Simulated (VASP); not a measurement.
TiSi2: single point with PBE

TiSi2:

```xyz
3
Lattice="-1.4923 1.7347 4.2675 1.4923 -1.7347 4.2675 1.4923 1.7347 -4.2675" Properties=species:S:1:pos:R:3 pbc="T T T"
Ti    0.0000    0.0000    0.0000
Si    0.0000    0.0000    5.7191
Si    0.0000    0.0000    2.8159
```

This cell differs from its parent crystal: volume scaled by 1.04.

```json
{
  "Program": "VASP 6.6.1",
  "Task": "single point",
  "Functional": "PBE",
  "Potentials or basis": "VASP PAW PBE potentials, release 64 (Ti_sv, Si)",
  "Cutoff": "520 eV",
  "k mesh": "12 × 12 × 12",
  "Occupations": "fermi-dirac, width 0.05 eV",
  "Spin": "no spin polarisation",
  "Dipole correction": "no",
  "Further INCAR settings": "ALGO = Normal; EDIFF = 1e-07; NBANDS = 17"
}
```

```
Pressure               : -4.8 GPa
Largest force          : 0.043 eV/Å
Band gap on the k mesh : zero (band 10 reaches 10.79 eV, above the bottom of band 11 at 8.57 eV)
```

Forces in eV/Å, atoms in the order of the input:
```
Ti   0.000  0.000  0.000
Si   0.000  0.000 -0.043
Si   0.000  0.000  0.043
```

Stress tensor (GPa, compression positive):
```
-3.89  0.00  0.00
 0.00 -5.04  0.00
 0.00  0.00 -5.42
```

Levels at points of the mesh, in eV from the Fermi level:
```tsv
k point	band 8	band 9	band 10	band 11	band 12	band 13
(0.00, 0.00, 0.00)	-2.08	-0.57	0.72	1.96	2.29	3.00
(0.50, 0.00, 0.00)	-3.69	-0.65	0.91	1.96	2.43	3.29
(0.00, 0.50, 0.00)	-3.32	-0.89	-0.40	0.95	2.69	3.16
(0.50, 0.50, 0.00)	-4.73	-2.80	-1.23	-0.66	2.56	2.73
(0.50, 0.50, 0.50)	-1.17	-0.31	0.43	1.88	2.34	2.35
```

Wall time 6.4 min on 1 thread of Intel(R) Xeon(R) Platinum 8259CL CPU @ 2.50GHz (Skylake/Cascade Lake), on a shared host, peak memory 0.36 GiB.
